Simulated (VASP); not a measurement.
# SnO2 (Fm-3m) in VASP: notebook

SnO2 is run at these levels: LDA, PBEsol; tasks: single point.

All numbers are computed with VASP 6.6.1; they aren't measurements. Logs are shortened: lines on timing, memory, paths and dates and some standing lists are left out, and cuts for length are marked.

### 1 The cell of the first run

Symmetry: Fm-3m, No. 225, cubic system. The conventional cell has a = 5.182 Å, b = 5.182 Å, c = 5.182 Å, α = 90.00°, β = 90.00°, γ = 90.00°. Within 3.0 Å of Sn (site symmetry m-3m) lie 8 O at 2.24 Å. Within 3.0 Å of O (site symmetry -43m) lie 4 Sn at 2.24 Å and 6 O at 2.59 Å.

### 2 Single point, LDA

Contents of INCAR:

```
SYSTEM = SnO2
ALGO     = Normal         ! electronic algorithm
EDIFF    = 1E-6           ! SCF threshold, eV
ENCUT    = 520            ! plane-wave cutoff, eV
GGA      = CA             ! functional
ISIF     = 2              ! what is computed and relaxed
ISMEAR   = -1             ! smearing method
LASPH    = .TRUE.         ! aspherical terms in the spheres
LCHARG   = .FALSE.        ! write CHGCAR
LREAL    = .FALSE.        ! projectors in reciprocal space
LWAVE    = .FALSE.        ! write WAVECAR
NBANDS   = 20             ! bands
NELM     = 100            ! most SCF steps
PREC     = Accurate       ! precision mode
SIGMA    = 0.05           ! smearing width, eV
```

Contents of KPOINTS:

```
k-points
0
G
  9 9 9
  0 0 0
```

Contents of POSCAR:

```
SnO2
1.0
    0.0000000000      2.5911978478      2.5911978478
    2.5911978478      0.0000000000      2.5911978478
    2.5911978478      2.5911978478      0.0000000000
Sn O
1 2
Direct
    0.0000000000      0.0000000000      0.0000000000
    0.7500000000      0.7500000000      0.7500000000
    0.2500000000      0.2500000000      0.2500000000
```

Potentials or basis: VASP PAW LDA potentials, release 64 (Sn_d, O).

Launch:

```bash
cat potpaw_LDA.64/Sn_d/POTCAR potpaw_LDA.64/O/POTCAR > POTCAR
mpirun -np 1 vasp_std > vasp.out
```

OUTCAR:

```text
SYSTEM = SnO2
   EDIFF = 1E-6
   ENCUT = 520
   GGA = CA
   ISIF = 2
   ISMEAR = -1
   LASPH = .TRUE.
   LREAL = .FALSE.
   NELM = 100
   PREC = Accurate

 ion  position               nearest neighbor table
   1  0.000  0.000  0.000-   2 2.24   2 2.24   2 2.24   2 2.24   3 2.24   3 2.24   3 2.24   3 2.24

   2  0.750  0.750  0.750-   1 2.24   1 2.24   1 2.24   1 2.24
   3  0.250  0.250  0.250-   1 2.24   1 2.24   1 2.24   1 2.24

  LATTYP: Found a face centered cubic cell.
 ALAT       =     5.1823956956

  Lattice vectors:

 A1 = (   0.0000000000,   2.5911978478,   2.5911978478)
 A2 = (   2.5911978478,   0.0000000000,   2.5911978478)
 A3 = (   2.5911978478,   2.5911978478,   0.0000000000)

Analysis of symmetry for initial positions (statically):
=====================================================================
 Subroutine PRICEL returns:
 Original cell was already a primitive cell.

 Routine SETGRP: Setting up the symmetry group for a
 face centered cubic supercell.

 Subroutine GETGRP returns: Found 48 space group operations
 (whereof 48 operations were pure point group operations)
 out of a pool of 48 trial point group operations.

The static configuration has the point symmetry O_h .

Analysis of symmetry for dynamics (positions and initial velocities):
=====================================================================
 Subroutine PRICEL returns:
 Original cell was already a primitive cell.

 Routine SETGRP: Setting up the symmetry group for a
 face centered cubic supercell.

 Subroutine GETGRP returns: Found 48 space group operations
 (whereof 48 operations were pure point group operations)
 out of a pool of 48 trial point group operations.

The dynamic configuration has the point symmetry O_h .

 Subroutine INISYM returns: Found 48 space group operations
 (whereof 48 operations are pure point group operations),
 and found     1 'primitive' translations

----------------------------------------------------------------------------------------

                                     Primitive cell

  volume of cell :      34.7962

  direct lattice vectors                    reciprocal lattice vectors
     0.000000000  2.591197848  2.591197848    -0.192960951  0.192960951  0.192960951
     2.591197848  0.000000000  2.591197848     0.192960951 -0.192960951  0.192960951
     2.591197848  2.591197848  0.000000000     0.192960951  0.192960951 -0.192960951

  length of vectors
     3.664507139  3.664507139  3.664507139     0.334218170  0.334218170  0.334218170

  position of ions in fractional coordinates (direct lattice)
     0.000000000  0.000000000  0.000000000
     0.750000000  0.750000000  0.750000000
     0.250000000  0.250000000  0.250000000

  ion indices of the primitive-cell ions
   primitive index   ion index
                 1           1
                 2           2
                 3           3

----------------------------------------------------------------------------------------

 KPOINTS: k-points

Automatic generation of k-mesh.
 Grid dimensions read from file:
 generate k-points for:    9    9    9

 Generating k-lattice:

  Cartesian coordinates                     Fractional coordinates (reciprocal lattice)
    -0.021440106  0.021440106  0.021440106     0.111111111  0.000000000  0.000000000
     0.021440106 -0.021440106  0.021440106     0.000000000  0.111111111  0.000000000
     0.021440106  0.021440106 -0.021440106     0.000000000  0.000000000  0.111111111

  Length of vectors
     0.037135352  0.037135352  0.037135352

  Shift w.r.t. Gamma in fractional coordinates (k-lattice)
     0.000000000  0.000000000  0.000000000

 Subroutine IBZKPT returns following result:
 ===========================================

 Found     35 irreducible k-points:

 Following reciprocal coordinates:
            Coordinates               Weight
  0.000000  0.000000  0.000000      1.000000
  0.111111  0.000000  0.000000      8.000000
  0.222222  0.000000  0.000000      8.000000
  0.333333  0.000000  0.000000      8.000000
  0.444444  0.000000  0.000000      8.000000
  0.111111  0.111111  0.000000      6.000000
[... 16 lines left out ...]
 -0.333333  0.333333  0.000000     12.000000
  0.444444  0.444444  0.000000      6.000000
 [... further k-points ...]
   k-points           NKPTS =     35   k-points in BZ     NKDIM =     35   number of bands    NBANDS=     20
   number of dos      NEDOS =    301   number of ions     NIONS =      3
   total plane-waves  NPLWV =  21952
   dimension x,y,z NGX =    28 NGY =   28 NGZ =   28
   dimension x,y,z NGXF=    56 NGYF=   56 NGZF=   56
   ions per type =               1   2
   NGX,Y,Z   is equivalent  to a cutoff of  12.70, 12.70, 12.70 a.u.
   NGXF,Y,Z  is equivalent  to a cutoff of  25.41, 25.41, 25.41 a.u.
 SYSTEM =  SnO2
   PREC   = accura    normal or accurate (medium, high low for compatibility)
   ISTART =      0    job   : 0-new  1-cont  2-samecut
   ICHARG =      2    charge: 1-file 2-atom 10-const
   ISPIN  =      1    spin polarized calculation?
   LNONCOLLINEAR =      F non collinear calculations
   LSORBIT =      F    spin-orbit coupling
   LASPH  =      T    aspherical Exc in radial PAW
   ENCUT  =  520.0 eV  38.22 Ry    6.18 a.u.   6.81  6.81  6.81*2*pi/ulx,y,z
   NELM   =    100;   NELMIN=  2; NELMDL= -5     # of ELM steps
   EDIFF  = 0.1E-05   stopping-criterion for ELM
   LREAL  =      F    real-space projection
   EDIFFG = 0.1E-04   stopping-criterion for IOM
   NSW    =      0    number of steps for IOM
   IBRION =     -1    ionic relax: 0-MD 1-quasi-New 2-CG
   NFREE  =      0    steps in history (QN), initial steepest desc. (CG)
   ISIF   =      2    stress and relaxation
   ISYM   =      2    0-nonsym 1-usesym 2-fastsym
   POTIM  = 0.5000    time-step for ionic-motion
   TEBEG  =    0.0;   TEEND  =   0.0 temperature during run
   PSTRESS=    0.0 pullay stress
   NELECT =      26.0000    total number of electrons
   NUPDOWN=      -1.0000    fix difference up-down
   EMIN   =  10.00;   EMAX   =-10.00  energy-range for DOS
   EFERMI =   0.00;   METHOD = LEGACY
   ISMEAR =    -1;   SIGMA  =   0.05  broadening in eV -4-tet -1-fermi 0-gaus
   EFERMI_NEDOS =   21; number of points for ismear=-14 and -15
   IALGO  =     38    algorithm
   IMIX   =      4    mixing-type and parameters
     AMIX     =   0.40;   BMIX     =  1.00
     AMIX_MAG =   1.60;   BMIX_MAG =  1.00
  volume/ion in A,a.u.               =      11.60        78.27
  Fermi-wavevector in a.u.,A,eV,Ry     =   1.485555  2.807292 30.026335  2.206873
  Thomas-Fermi vector in A             =   2.598952
   LORBIT       =      0    0 simple, 1 ext, 2 COOP (PROOUT), +10 PAW based schemes
   GGA     = CA    functional components
   LHFCALC =     F    Hartree Fock is set to
   AEXX    =    0.0000 exact exchange contribution
   IVDW    =     0    specifies the selected vdW correction
   LEPSILON=     F    determine dielectric tensor
   LRPA    =     F    only Hartree local field effects (RPA)
 non-spin polarized calculation
  energy-cutoff  :      520.00
  volume of cell :       34.80
 maximum number of plane-waves:       954
   NGX = 13   NGY = 13   NGZ = 13

 number of electron      26.0000003 magnetization

 Free energy of the ion-electron system (eV)
  ---------------------------------------------------
  ext. energy  EPLUGINS =         0.00000000
  ---------------------------------------------------
  free energy    TOTEN  =       -20.38313916 eV

  energy without entropy =      -20.38235603  energy(sigma->0) =      -20.38274759

 E-fermi :   6.9042     XC(G=0): -12.0760

 val. band max:        6.6904914379   @ k =  -0.3333   0.4444   0.1111
 cond. band min:       7.6307036990   @ k =   0.1111   0.0000   0.0000
 fundamental gap:      0.9402122612
 Fermi energy:         6.9041864446

 k-point     1 :       0.0000    0.0000    0.0000
  band No.  band energies     occupation
      1     -13.6648      2.00000
      2     -13.6648      2.00000
      3     -13.6648      2.00000
      4     -13.5402      2.00000
      5     -13.5402      2.00000
      6     -12.1518      2.00000
[... 12 lines left out ...]
     19      21.5518      0.00000
     20      21.5518      0.00000

 k-point     2 :       0.1111    0.0000    0.0000
  band No.  band energies     occupation
      1     -13.7009      2.00000
      2     -13.6568      2.00000
      3     -13.6568      2.00000
      4     -13.5404      2.00000
      5     -13.5404      2.00000
      6     -12.0314      2.00000
[... 12 lines left out ...]
     19      21.5622      0.00000
     20      21.5622      0.00000

 k-point     3 :       0.2222    0.0000    0.0000
  band No.  band energies     occupation
      1     -13.8018      2.00000
      2     -13.6400      2.00000
      3     -13.6400      2.00000
      4     -13.5373      2.00000
      5     -13.5373      2.00000
      6     -11.6586      2.00000
[... 12 lines left out ...]
     19      21.5931      0.00000
     20      21.7214      0.00000

 k-point     4 :       0.3333    0.0000    0.0000
  band No.  band energies     occupation
      1     -13.9231      2.00000
      2     -13.6291      2.00000
      3     -13.6291      2.00000
      4     -13.5253      2.00000
      5     -13.5253      2.00000
      6     -11.0565      2.00000
[... 12 lines left out ...]
     19      21.5978      0.00000
     20      22.0334      0.00000

 k-point     5 :       0.4444    0.0000    0.0000
  band No.  band energies     occupation
      1     -14.0028      2.00000
      2     -13.6267      2.00000
      3     -13.6267      2.00000
      4     -13.5126      2.00000
      5     -13.5126      2.00000
      6     -10.3503      2.00000
[... 12 lines left out ...]
     19      21.5278      0.00000
     20      21.5700      0.00000

 k-point     6 :       0.1111    0.1111    0.0000
  band No.  band energies     occupation
      1     -13.7188      2.00000
      2     -13.6495      2.00000
      3     -13.6495      2.00000
      4     -13.5464      2.00000
      5     -13.5358      2.00000
      6     -11.9971      2.00000
[... 12 lines left out ...]
     19      21.5793      0.00000
     20      21.7074      0.00000

 k-point     7 :       0.2222    0.1111    0.0000
  band No.  band energies     occupation
      1     -13.7883      2.00000
      2     -13.6435      2.00000
      3     -13.6315      2.00000
      4     -13.5510      2.00000
      5     -13.5304      2.00000
      6     -11.7192      2.00000
[... 12 lines left out ...]
     19      21.8618      0.00000
     20      22.5097      0.00000
[... 277 lines left out ...]
 k-point    20 :       0.3333    0.3333    0.0000
  band No.  band energies     occupation
      1     -13.9980      2.00000
      2     -13.5841      2.00000
      3     -13.5633      2.00000
      4     -13.5633      2.00000
      5     -13.5116      2.00000
      6     -10.9984      2.00000
[... 12 lines left out ...]
     19      22.8600      0.00000
     20      25.1355      0.00000

 k-point    21 :       0.4444    0.3333    0.0000
  band No.  band energies     occupation
      1     -14.0335      2.00000
      2     -13.5913      2.00000
      3     -13.5819      2.00000
      4     -13.5506      2.00000
      5     -13.5068      2.00000
      6     -10.6253      2.00000
[... 12 lines left out ...]
     19      23.2291      0.00000
     20      24.6256      0.00000

 k-point    22 :      -0.4444    0.3333    0.0000
  band No.  band energies     occupation
      1     -14.0023      2.00000
      2     -13.6731      2.00000
      3     -13.5813      2.00000
      4     -13.5497      2.00000
      5     -13.5133      2.00000
      6     -10.1339      2.00000
[... 12 lines left out ...]
     19      23.0819      0.00000
     20      24.5799      0.00000

 k-point    23 :      -0.3333    0.3333    0.0000
  band No.  band energies     occupation
      1     -13.9131      2.00000
      2     -13.7772      2.00000
      3     -13.5659      2.00000
      4     -13.5588      2.00000
      5     -13.5300      2.00000
      6      -9.6529      2.00000
[... 12 lines left out ...]
     19      22.1835      0.00000
     20      25.2399      0.00000

 k-point    24 :       0.4444    0.4444    0.0000
  band No.  band energies     occupation
      1     -14.0902      2.00000
      2     -13.5984      2.00000
      3     -13.5322      2.00000
      4     -13.5322      2.00000
      5     -13.5032      2.00000
      6     -10.5560      2.00000
[... 12 lines left out ...]
     19      23.5340      0.00000
     20      23.9261      0.00000

 [... further k-points ...]

------------------------ aborting loop because EDIFF is reached ----------------------------------------

  FORCE on cell =-STRESS in cart. coord.  units (eV):
  Direction    XX          YY          ZZ          XY          YZ          ZX
  --------------------------------------------------------------------------------------
  -------------------------------------------------------------------------------------
  Total       -3.1825105     -3.1825105     -3.1825105      0.0000000      0.0000000      0.0000000
  in kB     -146.5374754   -146.5374754   -146.5374754      0.0000000      0.0000000      0.0000000
  external PRESSURE =    -146.5374754 kB  Pullay stress =       0.0000000 kB

 VOLUME and BASIS-vectors are now :
 -----------------------------------------------------------------------------
  energy-cutoff  :      520.00
  volume of cell :       34.80
      direct lattice vectors                 reciprocal lattice vectors
     0.000000000  2.591197848  2.591197848    -0.192960951  0.192960951  0.192960951
     2.591197848  0.000000000  2.591197848     0.192960951 -0.192960951  0.192960951
     2.591197848  2.591197848  0.000000000     0.192960951  0.192960951 -0.192960951

 POSITION                                       TOTAL-FORCE (eV/Angst)
 -----------------------------------------------------------------------------------
      0.00000      0.00000      0.00000         0.000000      0.000000      0.000000
      3.88680      3.88680      3.88680        -0.000000     -0.000000     -0.000000
      1.29560      1.29560      1.29560         0.000000      0.000000      0.000000
 -----------------------------------------------------------------------------------
    total drift:                                0.000000     -0.000000      0.000000

  FREE ENERGIE OF THE ION-ELECTRON SYSTEM (eV)
  ---------------------------------------------------
  free  energy   TOTEN  =       -20.3831391585 eV

  energy  without entropy=      -20.3823560305  energy(sigma->0) =      -20.38274759
```

It took 20 s on 1 thread of Intel Xeon 6975P-C, shared host; peak memory 0.15 GiB.

Results:

* Free energy: -20.3831 eV
* Pressure: -14.7 GPa
* Band gap on the k mesh: zero (band 13 reaches 6.69 eV, above the bottom of band 14 at 6.33 eV)

Caveat: spin-orbit coupling is left out, which moves the levels of the heavy elements.

### 3 Single point, PBEsol

Contents of INCAR:

```
ALGO = Normal
EDIFF = 1E-6
ENCUT = 520
GGA = PS
ISIF = 2
ISMEAR = -1
LASPH = T
LCHARG = F
LREAL = F
LWAVE = F
NBANDS = 20
NELM = 80
PREC = Accurate
SIGMA = 0.05
```

Contents of KPOINTS:

```
k-points
0
Gamma
  9 9 9
```

POSCAR is that of step 2.

Potentials or basis: VASP PAW PBE potentials, release 64 (Sn_d, O).

Launch:

```bash
cat potpaw_PBE.64/Sn_d/POTCAR potpaw_PBE.64/O/POTCAR > POTCAR
mpirun -np 1 vasp_std > vasp.out
```

Wall time 21 s (1 thread of Intel Xeon 6975P-C, shared host); peak memory 0.17 GiB.

It converged, with:

- Free energy: -19.1197 eV
- Pressure: -9.8 GPa
- Band gap on the k mesh: zero (band 13 reaches 6.86 eV, above the bottom of band 14 at 6.49 eV)

Levels at points of the mesh, in eV from the Fermi level:
```tsv
k point	band 10	band 11	band 12	band 13	band 14	band 15	band 16	band 17
(0.00, 0.00, 0.00)	-2.89	-1.43	-1.43	-1.43	-0.58	6.61	6.61	6.61
```

Caveat: the PAW data sets were made with another functional, which shifts forces and pressure a little; spin-orbit coupling is left out, which moves the levels of the heavy elements.

### 4 Single point, LDA

This run uses another cell than the first one, of 11.83 Å³/atom, 1.020 times its volume.

Contents of INCAR:

```
SYSTEM = SnO2
PREC     = Accurate       ! precision mode
ENCUT    = 520            ! plane-wave cutoff, eV
EDIFF    = 1E-6           ! SCF threshold, eV
ISMEAR   = -1             ! smearing method
SIGMA    = 0.05           ! smearing width, eV
LREAL    = .False.        ! projectors in reciprocal space
LASPH    = .True.         ! aspherical terms in the spheres
NELM     = 60             ! most SCF steps
ALGO     = Normal         ! electronic algorithm
ISIF     = 2              ! what is computed and relaxed
LWAVE    = .False.        ! write WAVECAR
LCHARG   = .True.         ! write CHGCAR
LELF     = .True.         ! ELF
LVHAR    = .True.       
NBANDS   = 20             ! bands
```

Contents of KPOINTS:

```
regular mesh
0
Gamma
  9 9 9
  0 0 0
```

Contents of POSCAR:

```
SnO2
1.0
    0.0000000000      2.6080242793      2.6080242793
    2.6080242793      0.0000000000      2.6080242793
    2.6080242793      2.6080242793      0.0000000000
Sn O
1 2
Direct
    0.0000000000      0.0000000000      0.0000000000
    0.7500000000      0.7500000000      0.7500000000
    0.2500000000      0.2500000000      0.2500000000
```

Potentials or basis: VASP PAW LDA potentials, release 64 (Sn_d, O).

Launch:

```bash
cat potpaw_LDA.64/Sn_d/POTCAR potpaw_LDA.64/O/POTCAR > POTCAR
mpirun -np 1 vasp_std > vasp.out
```

Run time: 18 s. Hardware: 1 thread of Intel Xeon 6975P-C, shared host; peak memory 0.15 GiB.

Results (log left out):

```
Free energy            : -20.3156 eV
Pressure               : -17.4 GPa
Band gap on the k mesh : zero (band 13 reaches 6.43 eV, above the bottom of band 14 at 5.89 eV)
```

Levels at points of the mesh, in eV from the Fermi level:
```tsv
k point	band 10	band 11	band 12	band 13	band 14	band 15	band 16	band 17
(0.00, 0.00, 0.00)	-2.83	-1.40	-1.40	-1.40	-0.75	6.44	6.44	6.44
```

Caveat: spin-orbit coupling is left out, which moves the levels of the heavy elements.

### 5 The runs side by side

| level | potentials or basis | cell | gap on the mesh (eV) | pressure (GPa) |
| --- | --- | --- | --- | --- |
| LDA | VASP PAW LDA potentials, release 64 (Sn_d, O) | a = 3.665 Å, angles 60.0°, 3 atoms | none | -14.7 |
| PBEsol | VASP PAW PBE potentials, release 64 (Sn_d, O) | a = 3.665 Å, angles 60.0°, 3 atoms | none | -9.8 |
| LDA | VASP PAW LDA potentials, release 64 (Sn_d, O) | a = 3.688 Å, angles 60.0°, 3 atoms | none | -17.4 |

Alike in all rows: task single point; no spin polarisation; k mesh 9 × 9 × 9; cutoff (eV) 520; smearing fermi-dirac 0.05 eV.

Caveats: spin-orbit coupling is left out, which moves the levels of the heavy elements; the PAW data sets were made with another functional, which shifts forces and pressure a little (some runs).

Total energies depend on the potentials used, so only differences within one code and one set of settings carry meaning.
